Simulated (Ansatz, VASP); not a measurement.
**AlN: VASP beside Ansatz**

```
Al N
1.0
     3.08864    0.00000    0.00000
    -1.54432    2.67484    0.00000
     0.00000    0.00000    4.94308
Al N
2 2
Direct
  0.66667 0.33333 0.49901
  0.33333 0.66667 0.99901
  0.66667 0.33333 0.88099
  0.33333 0.66667 0.38099
```

Alike in both runs: functional LDA; k mesh 12 × 12 × 4; no spin polarisation.

Ansatz relaxed the structure, and its values are those at the end. VASP's run is a single point on that final structure, the one shown.

|  | VASP | Ansatz |
| --- | --- | --- |
| version | VASP 6.6.1 | Ansatz 0.2.0 |
| potentials or method | VASP PAW LDA potentials, release 64 (Al, N), cutoff 520 eV | scalar-relativistic, plane waves, PAW |
| occupations | gaussian, width 0.01 eV | fixed |
| valence electrons in the cell | 16 | 16 |

|  | VASP | Ansatz | Ansatz less VASP |
| --- | --- | --- | --- |
| gap on the k mesh at the Fermi level (eV) | 4.42 | 4.42 | -0.008 |
| least direct gap on the mesh (eV) | 4.42 | 4.42 | -0.008 |
| pressure (GPa) | 0.6 | 0.0 | -0.63 |

Ansatz warns that its potentials were made for another functional, while VASP's fit it. LDA's correlation is that of Perdew and Zunger in VASP and of Perdew and Wang (1992) in Ansatz.
